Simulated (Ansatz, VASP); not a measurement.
**AlN in VASP and in Ansatz**

File POSCAR:

```
AlN
1.0
    0.0000000000      2.1839935596      2.1839935596
    2.1839935596      0.0000000000      2.1839935596
    2.1839935596      2.1839935596      0.0000000000
Al N
1 1
Direct
   -0.0485651694      0.0485651694      0.0000000000
    0.7500000000      0.7500000000      0.7500000000
```

The input INCAR.step1:

```
SYSTEM = AlN
ALGO = Normal ; EDIFF = 1E-4
ENCUT = 520 ; GGA = PE
ISMEAR = 0 ; LASPH = .TRUE.
LCHARG = .FALSE. ; LREAL = .FALSE.
LWAVE = .TRUE. ; NBANDS = 11
NELM = 80 ; PREC = Accurate
SIGMA = 0.05
```

File INCAR.step2:

```
SYSTEM = AlN
ALGO = Normal ; EDIFF = 1E-6
ENCUT = 520 ; ISIF = 2
ISMEAR = 0 ; ISTART = 1
LASPH = .TRUE. ; LCHARG = .FALSE.
LMIXTAU = .TRUE. ; LREAL = .FALSE.
LWAVE = .FALSE. ; METAGGA = R2SCAN
NBANDS = 11 ; NELM = 80
PREC = Accurate ; SIGMA = 0.05
```

KPOINTS

```
k-points
0
G
  10 10 10
  0 0 0
```

Input for Ansatz:

```yaml
crystal:
  lattice:
    - [0.0, 2.1839935596, 2.1839935596]
    - [2.1839935596, 0.0, 2.1839935596]
    - [2.1839935596, 2.1839935596, 0.0]
  atoms:
    - { symbol: Al, position: [-0.0485651694, 0.0485651694, 0.0] }
    - { symbol: "N", position: [0.75, 0.75, 0.75] }
basis:
  ecutwfc: 500
kpoints:
  mp_grid: { grid: [10, 10, 10] }
hamiltonian:
  xc: r2scan
scf:
  occupations: { method: gaussian, width: 0.05 }
output:
  forces: true
  stress: true
  eigenvalues: true
```

Change from the starting cell: all Al atoms moved +0.150 Å, as atom 1 along Cartesian [1 -1 0].

Alike in both runs: task single point; functional r2SCAN; k mesh 10 × 10 × 10; occupations gaussian, width 0.05 eV; no spin polarisation.

|  | VASP | Ansatz |
| --- | --- | --- |
| version | VASP 6.6.1 | Ansatz 0.2.0 |
| potentials or method | VASP PAW PBE potentials, release 64 (Al, N), cutoff 520 eV | scalar-relativistic, plane waves, PAW |
| valence electrons in the cell | 8 | 8 |

VASP gave:

```
gap on the k mesh at the Fermi level (eV)                     : 3.53
least direct gap on the mesh (eV)                             : 4.45
pressure (GPa)                                                : 2.8
traceless stress, the component that is largest in VASP (GPa) : -7.75
rms of the force components (eV/Å)                            : 1.425
```

Task: What did Ansatz give for the same quantities?

Result: gap on the k mesh at the Fermi level (eV): 3.54; least direct gap on the mesh (eV): 4.42; pressure (GPa): 3.1; traceless stress, the component that is largest in VASP (GPa): -7.57; rms of the force components (eV/Å): 1.406.

VASP's potentials were made for PBE, not for r2SCAN. Atom by atom the forces differ by 0.019 eV/Å (rms over components).
